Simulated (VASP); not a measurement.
Here is a VASP 6.6.1 calculation.

The input INCAR:

```
SYSTEM = ScAl3
PREC     = Accurate       ! precision mode
ENCUT    = 520            ! plane-wave cutoff, eV
EDIFF    = 1E-7           ! SCF threshold, eV
ISMEAR   = -1             ! smearing method
SIGMA    = 0.05           ! smearing width, eV
LREAL    = .False.        ! projectors in reciprocal space
LASPH    = .True.         ! aspherical terms in the spheres
NELM     = 80             ! most SCF steps
ALGO     = Normal         ! electronic algorithm
ISIF     = 2              ! what is computed and relaxed
LWAVE    = .False.        ! write WAVECAR
LCHARG   = .False.        ! write CHGCAR
GGA      = PE             ! functional
NBANDS   = 18             ! bands
```

KPOINTS

```
Automatic mesh
0
Gamma
  7 7 7
  0 0 0
```

Contents of POSCAR:

```
ScAl3
1.0
    4.0043585311      0.0000000000      0.0000000000
    0.0000000000      4.0043585311      0.0000000000
    0.0000000000      0.0000000000      4.0043585311
Sc Al
1 3
Direct
    0.0000000000      0.0000000000      0.0000000000
    0.5000000000      0.5000000000      0.0000000000
    0.0000000000      0.5000000000      0.5000000000
    0.5000000000      0.0000000000      0.5000000000
```

Potentials or basis: VASP PAW PBE potentials, release 64 (Sc_sv, Al).

Command:

```sh
$ cat potpaw_PBE.64/Sc_sv/POTCAR potpaw_PBE.64/Al/POTCAR > POTCAR
$ mpirun -np 1 vasp_std > vasp.out
```

**Question.** What does it give for the band gap on the k mesh?

**Answer.** Zero (band 10 reaches 8.86 eV, above the bottom of band 11 at 5.10 eV).

**Question.** Predict the pressure.

**Answer.** 7.6 GPa.
